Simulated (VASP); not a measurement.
# Au (Fm-3m) in VASP: a series of runs

Au is run at these levels: PBE; tasks: single point.

All numbers are computed with VASP 6.6.1; they aren't measurements. Logs are shortened: lines on timing, memory, paths and dates and some standing lists are left out, and cuts for length are marked.

## (1) The cell of the first run

It takes space group Fm-3m (No. 225, cubic). The conventional cell has a = 4.157 Å, b = 4.157 Å, c = 4.157 Å, α = 90.00°, β = 90.00°, γ = 90.00°. Au (site symmetry m-3m) has 12 Au at 2.94 Å within 3.9 Å.

## (2) Single point, PBE

INCAR reads:

```
PREC     = Accurate       # precision mode
ENCUT    = 520            # plane-wave cutoff, eV
EDIFF    = 1E-6           # SCF threshold, eV
ISMEAR   = 1              # smearing method
SIGMA    = 1.0            # smearing width, eV
LREAL    = F              # projectors in reciprocal space
LASPH    = T              # aspherical terms in the spheres
NELM     = 60             # most SCF steps
ALGO     = Normal         # electronic algorithm
ISIF     = 2              # what is computed and relaxed
LWAVE    = F              # write WAVECAR
LCHARG   = F              # write CHGCAR
GGA      = PE             # functional
NBANDS   = 12             # bands
```

KPOINTS reads:

```
Automatic mesh
0
Gamma
  13 13 13
```

POSCAR reads:

```
Au
1.0
    0.0000000000      2.0782552709      2.0782552709
    2.0782552709      0.0000000000      2.0782552709
    2.0782552709      2.0782552709      0.0000000000
Au
1
Direct
    0.0000000000      0.0000000000      0.0000000000
```

Potentials or basis: VASP PAW PBE potentials, release 64 (Au).

Command:

```bash
$ cat potpaw_PBE.64/Au/POTCAR > POTCAR
$ mpirun -np 1 vasp_std > vasp.out
```

OUTCAR:

```text
PREC = Accurate
   ENCUT = 520
   EDIFF = 1E-6
   ISMEAR = 1
   LREAL = F
   LASPH = T
   NELM = 60
   ISIF = 2
   GGA = PE

 ion  position               nearest neighbor table
   1  0.000  0.000  0.000-

  LATTYP: Found a face centered cubic cell.
 ALAT       =     4.1565105418

  Lattice vectors:

 A1 = (   0.0000000000,   2.0782552709,   2.0782552709)
 A2 = (   2.0782552709,   0.0000000000,   2.0782552709)
 A3 = (   2.0782552709,   2.0782552709,   0.0000000000)

Analysis of symmetry for initial positions (statically):
=====================================================================
 Subroutine PRICEL returns:
 Original cell was already a primitive cell.

 Routine SETGRP: Setting up the symmetry group for a
 face centered cubic supercell.

 Subroutine GETGRP returns: Found 48 space group operations
 (whereof 48 operations were pure point group operations)
 out of a pool of 48 trial point group operations.

The static configuration has the point symmetry O_h .

Analysis of symmetry for dynamics (positions and initial velocities):
=====================================================================
 Subroutine PRICEL returns:
 Original cell was already a primitive cell.

 Routine SETGRP: Setting up the symmetry group for a
 face centered cubic supercell.

 Subroutine GETGRP returns: Found 48 space group operations
 (whereof 48 operations were pure point group operations)
 out of a pool of 48 trial point group operations.

The dynamic configuration has the point symmetry O_h .

 Subroutine INISYM returns: Found 48 space group operations
 (whereof 48 operations are pure point group operations),
 and found     1 'primitive' translations

----------------------------------------------------------------------------------------

                                     Primitive cell

  volume of cell :      17.9526

  direct lattice vectors                    reciprocal lattice vectors
     0.000000000  2.078255271  2.078255271    -0.240586422  0.240586422  0.240586422
     2.078255271  0.000000000  2.078255271     0.240586422 -0.240586422  0.240586422
     2.078255271  2.078255271  0.000000000     0.240586422  0.240586422 -0.240586422

  length of vectors
     2.939096790  2.939096790  2.939096790     0.416707907  0.416707907  0.416707907

  position of ions in fractional coordinates (direct lattice)
     0.000000000  0.000000000  0.000000000

  ion indices of the primitive-cell ions
   primitive index   ion index
                 1           1

----------------------------------------------------------------------------------------

 KPOINTS: Automatic mesh

Automatic generation of k-mesh.
 Grid dimensions read from file:
 generate k-points for:   13   13   13

 Generating k-lattice:

  Cartesian coordinates                     Fractional coordinates (reciprocal lattice)
    -0.018506648  0.018506648  0.018506648     0.076923077  0.000000000  0.000000000
     0.018506648 -0.018506648  0.018506648     0.000000000  0.076923077  0.000000000
     0.018506648  0.018506648 -0.018506648     0.000000000  0.000000000  0.076923077

  Length of vectors
     0.032054454  0.032054454  0.032054454

  Shift w.r.t. Gamma in fractional coordinates (k-lattice)
     0.000000000  0.000000000  0.000000000

 Subroutine IBZKPT returns following result:
 ===========================================

 Found     84 irreducible k-points:

 Following reciprocal coordinates:
            Coordinates               Weight
  0.000000  0.000000  0.000000      1.000000
  0.076923  0.000000  0.000000      8.000000
  0.153846  0.000000  0.000000      8.000000
  0.230769  0.000000  0.000000      8.000000
  0.307692  0.000000  0.000000      8.000000
  0.384615  0.000000  0.000000      8.000000
[... 16 lines left out ...]
  0.384615  0.153846  0.000000     24.000000
  0.461538  0.153846  0.000000     24.000000
 [... further k-points ...]
   k-points           NKPTS =     84   k-points in BZ     NKDIM =     84   number of bands    NBANDS=     12
   number of dos      NEDOS =    301   number of ions     NIONS =      1
   total plane-waves  NPLWV =  13824
   dimension x,y,z NGX =    24 NGY =   24 NGZ =   24
   dimension x,y,z NGXF=    48 NGYF=   48 NGZF=   48
   ions per type =               1
   NGX,Y,Z   is equivalent  to a cutoff of  13.58, 13.58, 13.58 a.u.
   NGXF,Y,Z  is equivalent  to a cutoff of  27.15, 27.15, 27.15 a.u.
 SYSTEM =  unknown system
   PREC   = accura    normal or accurate (medium, high low for compatibility)
   ISTART =      0    job   : 0-new  1-cont  2-samecut
   ICHARG =      2    charge: 1-file 2-atom 10-const
   ISPIN  =      1    spin polarized calculation?
   LNONCOLLINEAR =      F non collinear calculations
   LSORBIT =      F    spin-orbit coupling
   LASPH  =      T    aspherical Exc in radial PAW
   ENCUT  =  520.0 eV  38.22 Ry    6.18 a.u.   5.46  5.46  5.46*2*pi/ulx,y,z
   NELM   =     60;   NELMIN=  2; NELMDL= -5     # of ELM steps
   EDIFF  = 0.1E-05   stopping-criterion for ELM
   LREAL  =      F    real-space projection
   EDIFFG = 0.1E-04   stopping-criterion for IOM
   NSW    =      0    number of steps for IOM
   IBRION =     -1    ionic relax: 0-MD 1-quasi-New 2-CG
   NFREE  =      0    steps in history (QN), initial steepest desc. (CG)
   ISIF   =      2    stress and relaxation
   ISYM   =      2    0-nonsym 1-usesym 2-fastsym
   POTIM  = 0.5000    time-step for ionic-motion
   TEBEG  =    0.0;   TEEND  =   0.0 temperature during run
   PSTRESS=    0.0 pullay stress
   NELECT =      11.0000    total number of electrons
   NUPDOWN=      -1.0000    fix difference up-down
   EMIN   =  10.00;   EMAX   =-10.00  energy-range for DOS
   EFERMI =   0.00;   METHOD = LEGACY
   ISMEAR =     1;   SIGMA  =   1.00  broadening in eV -4-tet -1-fermi 0-gaus
   EFERMI_NEDOS =   21; number of points for ismear=-14 and -15
   IALGO  =     38    algorithm
   IMIX   =      4    mixing-type and parameters
     AMIX     =   0.40;   BMIX     =  1.00
     AMIX_MAG =   1.60;   BMIX_MAG =  1.00
  volume/ion in A,a.u.               =      17.95       121.15
  Fermi-wavevector in a.u.,A,eV,Ry     =   1.390476  2.627619 26.305825  1.933424
  Thomas-Fermi vector in A             =   2.514407
   LORBIT       =      0    0 simple, 1 ext, 2 COOP (PROOUT), +10 PAW based schemes
   GGA     = PE    functional components
   LHFCALC =     F    Hartree Fock is set to
   AEXX    =    0.0000 exact exchange contribution
   IVDW    =     0    specifies the selected vdW correction
   LEPSILON=     F    determine dielectric tensor
   LRPA    =     F    only Hartree local field effects (RPA)
 non-spin polarized calculation
 Methfessel and Paxton  Order N= 1 SIGMA  =   1.00
  energy-cutoff  :      520.00
  volume of cell :       17.95
 maximum number of plane-waves:       531
 NGX is ok and might be reduce to    24
   NGX = 11   NGY = 11   NGZ = 11

 number of electron      11.0000002 magnetization

 Free energy of the ion-electron system (eV)
  ---------------------------------------------------
  ext. energy  EPLUGINS =         0.00000000
  ---------------------------------------------------
  free energy    TOTEN  =        -3.21749010 eV

  energy without entropy =       -3.24692962  energy(sigma->0) =       -3.22730328

 E-fermi :   8.6068     XC(G=0): -12.4048

 val. band max:        8.5890529609   @ k =   0.4615   0.2308   0.0000
 cond. band min:       8.6718878235   @ k =  -0.4615   0.0769   0.0000
 fundamental gap:      0.0828348626
 Fermi energy:         8.6067935455

 k-point     1 :       0.0000    0.0000    0.0000
  band No.  band energies     occupation
      1      -0.6867      2.00000
      2       4.2157      2.00000
      3       4.2157      2.00000
      4       4.2157      2.00000
      5       5.5972      2.00018
      6       5.5972      2.00018
      7      23.2105     -0.00000
      8      26.9099     -0.00000
      9      26.9099     -0.00000
     10      26.9099     -0.00000
     11      31.6505      0.00000
     12      35.7461      0.00000

 k-point     2 :       0.0769    0.0000    0.0000
  band No.  band energies     occupation
      1      -0.4904      2.00000
      2       4.1568      2.00000
      3       4.2801      2.00000
      4       4.2801      2.00000
      5       5.5703      2.00015
      6       5.5703      2.00015
      7      23.4132     -0.00000
      8      25.6643     -0.00000
      9      27.1215     -0.00000
     10      27.1215     -0.00000
     11      32.3547      0.00000
     12      34.1987      0.00000

 k-point     3 :       0.1538    0.0000    0.0000
  band No.  band energies     occupation
      1       0.0668      2.00000
      2       4.0362      2.00000
      3       4.4205      2.00000
      4       4.4205      2.00000
      5       5.5461      2.00013
      6       5.5461      2.00013
      7      22.9349     -0.00000
      8      24.2054     -0.00000
      9      27.6574     -0.00000
     10      27.6574     -0.00000
     11      30.7407      0.00000
     12      32.8549      0.00000
[... 286 lines left out ...]
 k-point    23 :       0.3846    0.1538    0.0000
  band No.  band energies     occupation
      1       2.1669      2.00000
      2       3.8968      2.00000
      3       4.1898      2.00000
      4       4.8099      2.00000
      5       6.5390      2.01276
      6       6.8808      2.03486
      7      16.5114     -0.00000
      8      23.5470     -0.00000
      9      23.6482     -0.00000
     10      25.2202     -0.00000
     11      31.5381      0.00000
     12      32.9086      0.00000

 k-point    24 :       0.4615    0.1538    0.0000
  band No.  band energies     occupation
      1       2.2765      2.00000
      2       3.9389      2.00000
      3       4.6868      2.00000
      4       4.6950      2.00000
      5       6.7262      2.02306
      6       8.3283      1.45173
      7      13.6519     -0.00000
      8      22.5946     -0.00000
      9      23.5610     -0.00000
     10      24.4632     -0.00000
     11      33.0663      0.00000
     12      33.7771      0.00000

 [... further k-points ...]
[... 5 lines left out ...]
  --------------------------------------------------------------------------------------
  -------------------------------------------------------------------------------------
  Total       -0.0250350     -0.0250350     -0.0250350      0.0000000      0.0000000      0.0000000
  in kB       -2.2342501     -2.2342501     -2.2342501      0.0000000      0.0000000      0.0000000
  external PRESSURE =      -2.2342501 kB  Pullay stress =       0.0000000 kB

 VOLUME and BASIS-vectors are now :
 -----------------------------------------------------------------------------
  energy-cutoff  :      520.00
  volume of cell :       17.95
      direct lattice vectors                 reciprocal lattice vectors
     0.000000000  2.078255271  2.078255271    -0.240586422  0.240586422  0.240586422
     2.078255271  0.000000000  2.078255271     0.240586422 -0.240586422  0.240586422
     2.078255271  2.078255271  0.000000000     0.240586422  0.240586422 -0.240586422

 POSITION                                       TOTAL-FORCE (eV/Angst)
 -----------------------------------------------------------------------------------
      0.00000      0.00000      0.00000         0.000000     -0.000000     -0.000000
 -----------------------------------------------------------------------------------
    total drift:                               -0.000000     -0.000000     -0.000000

  FREE ENERGIE OF THE ION-ELECTRON SYSTEM (eV)
  ---------------------------------------------------
  free  energy   TOTEN  =        -3.2174901037 eV

  energy  without entropy=       -3.2469296213  energy(sigma->0) =       -3.22730328
```

Run time: 9.7 s. Hardware: 1 thread of AMD EPYC 9R45 (Zen 5), shared host; peak memory 0.12 GiB.

What came out:

| Item | Value |
| --- | --- |
| Free energy | -3.2175 eV |
| Pressure | -0.2 GPa |

Caveat: spin-orbit coupling is left out, which moves the levels of the heavy elements.

[end of part 1 of 2]
